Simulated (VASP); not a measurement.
# HgTe (rocksalt type) (Fm-3m) in VASP: relaxation of cell and atoms with PBE

Aim: the relaxation of cell and atoms of HgTe (rocksalt type) with PBE.

Program: VASP 6.6.1. These are calculated values, not measurements. Logs are shortened: lines on timing, memory, paths and dates and some standing lists are left out, and cuts for length are marked.

### 1 The cell of the first run

It takes space group Fm-3m (No. 225, cubic). Conventional cell: a = 5.461 Å, b = 5.461 Å, c = 5.461 Å, α = 90.00°, β = 90.00°, γ = 90.00°. Hg (site symmetry m-3m) has 6 Te at 2.73 Å within 3.6 Å. Within 3.6 Å of Te (site symmetry m-3m) lie 6 Hg at 2.73 Å.

### 2 Relaxation of cell and atoms, PBE, target pressure 42 GPa, at which the enthalpy is minimised

INCAR reads:

```
  PREC = Accurate
  ENCUT = 600
  EDIFF = 1E-7
  ISMEAR = -1
  SIGMA = 0.05
  LREAL = F
  LASPH = T
  NELM = 80
  ALGO = Normal
  ISIF = 3
  LWAVE = F
  LCHARG = F
  GGA = PE
  IBRION = 2
  NSW = 32
  EDIFFG = -0.005
  PSTRESS = 420.0
```

KPOINTS reads:

```
regular mesh
0
Gamma
  13 13 13
```

POSCAR reads:

```
HgTe
1.0
    0.0000000000      2.7302697522      2.7302697522
    2.7302697522      0.0000000000      2.7302697522
    2.7302697522      2.7302697522      0.0000000000
Hg Te
1 1
Direct
    0.0000000000      0.0000000000      0.0000000000
    0.5000000000      0.5000000000      0.5000000000
```

Potentials or basis: VASP PAW PBE potentials, release 64 (Hg, Te).

On the command line:

```bash
$ cat potpaw_PBE.64/Hg/POTCAR potpaw_PBE.64/Te/POTCAR > POTCAR
$ mpirun -np 1 vasp_std > vasp.out
```

OUTCAR:

```text
PREC = Accurate
   ENCUT = 600
   EDIFF = 1E-7
   ISMEAR = -1
   LREAL = F
   LASPH = T
   NELM = 80
   ISIF = 3
   GGA = PE
   IBRION = 2
   NSW = 32
   EDIFFG = -0.005
   PSTRESS = 420.0

 ion  position               nearest neighbor table
   1  0.000  0.000  0.000-   2 2.73   2 2.73   2 2.73   2 2.73   2 2.73   2 2.73
   2  0.500  0.500  0.500-   1 2.73   1 2.73   1 2.73   1 2.73   1 2.73   1 2.73

  LATTYP: Found a face centered cubic cell.
 ALAT       =     5.4605395044

  Lattice vectors:

 A1 = (   0.0000000000,   2.7302697522,   2.7302697522)
 A2 = (   2.7302697522,   0.0000000000,   2.7302697522)
 A3 = (   2.7302697522,   2.7302697522,   0.0000000000)

Analysis of symmetry for initial positions (statically):
=====================================================================
 Subroutine PRICEL returns:
 Original cell was already a primitive cell.

 Routine SETGRP: Setting up the symmetry group for a
 face centered cubic supercell.

 Subroutine GETGRP returns: Found 48 space group operations
 (whereof 48 operations were pure point group operations)
 out of a pool of 48 trial point group operations.

The static configuration has the point symmetry O_h .

Analysis of symmetry for dynamics (positions and initial velocities):
=====================================================================
 Subroutine PRICEL returns:
 Original cell was already a primitive cell.

 Routine SETGRP: Setting up the symmetry group for a
 face centered cubic supercell.

 Subroutine GETGRP returns: Found 48 space group operations
 (whereof 48 operations were pure point group operations)
 out of a pool of 48 trial point group operations.

The dynamic configuration has the point symmetry O_h .

 Subroutine INISYM returns: Found 48 space group operations
 (whereof 48 operations are pure point group operations),
 and found     1 'primitive' translations

----------------------------------------------------------------------------------------

                                     Primitive cell

  volume of cell :      40.7049

  direct lattice vectors                    reciprocal lattice vectors
     0.000000000  2.730269752  2.730269752    -0.183132088  0.183132088  0.183132088
     2.730269752  0.000000000  2.730269752     0.183132088 -0.183132088  0.183132088
     2.730269752  2.730269752  0.000000000     0.183132088  0.183132088 -0.183132088

  length of vectors
     3.861184512  3.861184512  3.861184512     0.317194081  0.317194081  0.317194081

  position of ions in fractional coordinates (direct lattice)
     0.000000000  0.000000000  0.000000000
     0.500000000  0.500000000  0.500000000

  ion indices of the primitive-cell ions
   primitive index   ion index
                 1           1
                 2           2

----------------------------------------------------------------------------------------

 KPOINTS: regular mesh

Automatic generation of k-mesh.
 Grid dimensions read from file:
 generate k-points for:   13   13   13

 Generating k-lattice:

  Cartesian coordinates                     Fractional coordinates (reciprocal lattice)
    -0.014087084  0.014087084  0.014087084     0.076923077  0.000000000  0.000000000
     0.014087084 -0.014087084  0.014087084     0.000000000  0.076923077  0.000000000
     0.014087084  0.014087084 -0.014087084     0.000000000  0.000000000  0.076923077

  Length of vectors
     0.024399545  0.024399545  0.024399545

  Shift w.r.t. Gamma in fractional coordinates (k-lattice)
     0.000000000  0.000000000  0.000000000

 Subroutine IBZKPT returns following result:
 ===========================================

 Found     84 irreducible k-points:

 Following reciprocal coordinates:
            Coordinates               Weight
  0.000000  0.000000  0.000000      1.000000
  0.076923  0.000000  0.000000      8.000000
  0.153846  0.000000  0.000000      8.000000
  0.230769  0.000000  0.000000      8.000000
  0.307692  0.000000  0.000000      8.000000
  0.384615  0.000000  0.000000      8.000000
[... 16 lines left out ...]
  0.384615  0.153846  0.000000     24.000000
  0.461538  0.153846  0.000000     24.000000
 [... further k-points ...]
   k-points           NKPTS =     84   k-points in BZ     NKDIM =     84   number of bands    NBANDS=     13
   number of dos      NEDOS =    301   number of ions     NIONS =      2
   total plane-waves  NPLWV =  32768
   dimension x,y,z NGX =    32 NGY =   32 NGZ =   32
   dimension x,y,z NGXF=    64 NGYF=   64 NGZF=   64
   ions per type =               1   1
   NGX,Y,Z   is equivalent  to a cutoff of  13.78, 13.78, 13.78 a.u.
   NGXF,Y,Z  is equivalent  to a cutoff of  27.56, 27.56, 27.56 a.u.
 SYSTEM =  unknown system
   PREC   = accura    normal or accurate (medium, high low for compatibility)
   ISTART =      0    job   : 0-new  1-cont  2-samecut
   ICHARG =      2    charge: 1-file 2-atom 10-const
   ISPIN  =      1    spin polarized calculation?
   LNONCOLLINEAR =      F non collinear calculations
   LSORBIT =      F    spin-orbit coupling
   LASPH  =      T    aspherical Exc in radial PAW
   ENCUT  =  600.0 eV  44.10 Ry    6.64 a.u.   7.71  7.71  7.71*2*pi/ulx,y,z
   NELM   =     80;   NELMIN=  2; NELMDL= -5     # of ELM steps
   EDIFF  = 0.1E-06   stopping-criterion for ELM
   LREAL  =      F    real-space projection
   EDIFFG = -.5E-02   stopping-criterion for IOM
   NSW    =     32    number of steps for IOM
   IBRION =      2    ionic relax: 0-MD 1-quasi-New 2-CG
   NFREE  =      1    steps in history (QN), initial steepest desc. (CG)
   ISIF   =      3    stress and relaxation
   ISYM   =      2    0-nonsym 1-usesym 2-fastsym
   POTIM  = 0.5000    time-step for ionic-motion
   TEBEG  =    0.0;   TEEND  =   0.0 temperature during run
   PSTRESS=  420.0 pullay stress
   NELECT =      18.0000    total number of electrons
   NUPDOWN=      -1.0000    fix difference up-down
   EMIN   =  10.00;   EMAX   =-10.00  energy-range for DOS
   EFERMI =   0.00;   METHOD = LEGACY
   ISMEAR =    -1;   SIGMA  =   0.05  broadening in eV -4-tet -1-fermi 0-gaus
   EFERMI_NEDOS =   21; number of points for ismear=-14 and -15
   IALGO  =     38    algorithm
   IMIX   =      4    mixing-type and parameters
     AMIX     =   0.40;   BMIX     =  1.00
     AMIX_MAG =   1.60;   BMIX_MAG =  1.00
  volume/ion in A,a.u.               =      20.35       137.35
  Fermi-wavevector in a.u.,A,eV,Ry     =   1.247240  2.356942 21.165334  1.555608
  Thomas-Fermi vector in A             =   2.381381
   LORBIT       =      0    0 simple, 1 ext, 2 COOP (PROOUT), +10 PAW based schemes
   GGA     = PE    functional components
   LHFCALC =     F    Hartree Fock is set to
   AEXX    =    0.0000 exact exchange contribution
   IVDW    =     0    specifies the selected vdW correction
   LEPSILON=     F    determine dielectric tensor
   LRPA    =     F    only Hartree local field effects (RPA)
 conjugate gradient relaxation of ions
 non-spin polarized calculation
  energy-cutoff  :      600.00
  volume of cell :       40.70
 maximum number of plane-waves:      1381
   NGX = 15   NGY = 15   NGZ = 15

--------------------------------------- Ionic step        1  -------------------------------------------

 number of electron      17.9999999 magnetization

 Free energy of the ion-electron system (eV)
  ---------------------------------------------------
  ext. energy  EPLUGINS =         0.00000000
  ---------------------------------------------------
  free energy    TOTEN  =        -1.74313588 eV

  energy without entropy =       -1.73490436  energy(sigma->0) =       -1.73902012

------------------------ aborting loop because EDIFF is reached ----------------------------------------

  FORCE on cell =-STRESS in cart. coord.  units (eV):
  Direction    XX          YY          ZZ          XY          YZ          ZX
  --------------------------------------------------------------------------------------
  -------------------------------------------------------------------------------------
  Total       10.8689175     10.8689175     10.8689175      0.0000000      0.0000000     -0.0000000
  in kB      427.8092843    427.8092843    427.8092843      0.0000000      0.0000000     -0.0000000
  external PRESSURE =       7.8092843 kB  Pullay stress =     420.0000000 kB

 VOLUME and BASIS-vectors are now :
 -----------------------------------------------------------------------------
  energy-cutoff  :      600.00
  volume of cell :       40.70
      direct lattice vectors                 reciprocal lattice vectors
     0.000000000  2.730269752  2.730269752    -0.183132088  0.183132088  0.183132088
     2.730269752  0.000000000  2.730269752     0.183132088 -0.183132088  0.183132088
     2.730269752  2.730269752  0.000000000     0.183132088  0.183132088 -0.183132088
[... 46 lines left out ...]
  FREE ENERGIE OF THE ION-ELECTRON SYSTEM (eV)
  ---------------------------------------------------
  free  energy   TOTEN  =        -1.8938689478 eV

  energy  without entropy=       -1.8855204980  energy(sigma->0) =       -1.88969472

  enthalpy is  TOTEN    =         8.9305790192 eV   P V=       10.8244479670

--------------------------------------- Ionic step        3  -------------------------------------------

 number of electron      17.9999999 magnetization

 Free energy of the ion-electron system (eV)
  ---------------------------------------------------
  ext. energy  EPLUGINS =         0.00000000
  ---------------------------------------------------
  free energy    TOTEN  =        -1.77915329 eV

  energy without entropy =       -1.77089212  energy(sigma->0) =       -1.77502271

 E-fermi :   8.8398     XC(G=0): -11.5263

 val. band max:        8.7668852695   @ k =  -0.4615   0.3077   0.0000
 cond. band min:       8.8505302837   @ k =   0.4615   0.0769   0.0000
 fundamental gap:      0.0836450142
 Fermi energy:         8.8397612401

 k-point     1 :       0.0000    0.0000    0.0000
  band No.  band energies     occupation
      1      -6.2015      2.00000
      2       0.4264      2.00000
      3       0.4264      2.00000
      4       0.4752      2.00000
      5       0.4752      2.00000
      6       0.4752      2.00000
      7       7.5289      2.00000
      8       7.5289      2.00000
      9       7.5289      2.00000
     10       9.7874      0.00000
     11      15.8147      0.00000
     12      16.6929      0.00000
     13      16.6929      0.00000

 k-point     2 :       0.0769    0.0000    0.0000
  band No.  band energies     occupation
      1      -6.1154      2.00000
      2       0.3799      2.00000
      3       0.3799      2.00000
      4       0.4539      2.00000
      5       0.4926      2.00000
      6       0.4926      2.00000
      7       6.7041      2.00000
      8       7.6276      2.00000
      9       7.6276      2.00000
     10      10.5477      0.00000
     11      15.2223      0.00000
[... 339 lines left out ...]
 k-point    24 :       0.4615    0.1538    0.0000
  band No.  band energies     occupation
      1      -4.1083      2.00000
      2      -0.5820      2.00000
      3      -0.0965      2.00000
      4      -0.0141      2.00000
      5       0.8463      2.00000
      6       0.8896      2.00000
      7       2.0874      2.00000
      8       7.6118      2.00000
      9       7.7157      2.00000
     10      10.3237      0.00000
     11      13.2211      0.00000
     12      14.4532      0.00000
     13      16.4268      0.00000

 [... further k-points ...]

------------------------ aborting loop because EDIFF is reached ----------------------------------------

  FORCE on cell =-STRESS in cart. coord.  units (eV):
  Direction    XX          YY          ZZ          XY          YZ          ZX
  --------------------------------------------------------------------------------------
  -------------------------------------------------------------------------------------
  Total       10.7081198     10.7081198     10.7081198     -0.0000000     -0.0000000      0.0000000
  in kB      420.0750221    420.0750221    420.0750221     -0.0000000     -0.0000000      0.0000000
  external PRESSURE =       0.0750221 kB  Pullay stress =     420.0000000 kB

 VOLUME and BASIS-vectors are now :
 -----------------------------------------------------------------------------
  energy-cutoff  :      600.00
  volume of cell :       40.84
      direct lattice vectors                 reciprocal lattice vectors
     0.000000000  2.733310583  2.733310583    -0.182928352  0.182928352  0.182928352
     2.733310583  0.000000000  2.733310583     0.182928352 -0.182928352  0.182928352
     2.733310583  2.733310583 -0.000000000     0.182928352  0.182928352 -0.182928352

 POSITION                                       TOTAL-FORCE (eV/Angst)
 -----------------------------------------------------------------------------------
      0.00000      0.00000     -0.00000         0.000000      0.000000     -0.000000
      2.73331      2.73331      2.73331        -0.000000     -0.000000      0.000000
 -----------------------------------------------------------------------------------
    total drift:                                0.000000     -0.000000     -0.000000

  FREE ENERGIE OF THE ION-ELECTRON SYSTEM (eV)
  ---------------------------------------------------
  free  energy   TOTEN  =        -1.7791532919 eV

  energy  without entropy=       -1.7708921189  energy(sigma->0) =       -1.77502271

  enthalpy is  TOTEN    =         8.9270541124 eV   P V=       10.7062074043

 reached required accuracy - stopping structural energy minimisation
```

Run time: 39 s. Hardware: 1 thread of Intel Xeon 6975P-C (Granite Rapids), shared host; peak memory 0.22 GiB.

Results:

```yaml
Free_energy: -1.7792 eV
Relaxed_volume: 20.42 Å³/atom
Relaxed_cell: a = 3.865 Å, b = 3.865 Å, c = 3.865 Å, α = 60.00°, β = 60.00°, γ = 60.00°
Space_group_after_relaxing_to_0.1_Å: Fm-3m (No. 225)
Energy_change_on_relaxing_the_run_minimises_the_enthalpy: -18.0 meV/atom
Ionic_steps: 3
Pressure_after_relaxing: 42.0 GPa
Band_gap_on_the_k_mesh: zero (bands 9 and 10 overlap by 3.77 eV)
```

The path:
| step | energy change (eV) | largest force (eV/Å) | pressure (GPa) | volume (Å³) |
| --- | --- | --- | --- | --- |
| 1 | 0.0000 | 0.0000 | 42.78 | 40.70 |
| 2 | -0.1507 | 0.0000 | 39.53 | 41.29 |
| 3 | -0.0360 | 0.0000 | 42.01 | 40.84 |

Final structure:
```cif
data_structure
_symmetry_space_group_name_H-M 'P 1'
_symmetry_Int_Tables_number 1
_cell_length_a 3.8655
_cell_length_b 3.8655
_cell_length_c 3.8655
_cell_angle_alpha 60.000
_cell_angle_beta 60.000
_cell_angle_gamma 60.000
_cell_volume 40.84
loop_
_atom_site_label
_atom_site_type_symbol
_atom_site_fract_x
_atom_site_fract_y
_atom_site_fract_z
_atom_site_occupancy
Hg1 Hg 0.00000 0.00000 0.00000 1
Te1 Te 0.50000 0.50000 0.50000 1
```

Levels at points of the mesh, in eV from the Fermi level:
```tsv
k point	band 7	band 8	band 9	band 10	band 11	band 12
(0.00, 0.00, 0.00)	-1.31	-1.31	-1.31	0.95	6.97	7.85
```

Caveat: the cell is relaxed towards a set pressure, so the run minimises the enthalpy, not the energy; spin-orbit coupling is left out, which moves the levels of the heavy elements.

The gap in the log of VASP goes by the Fermi energy; the results here count the filled bands.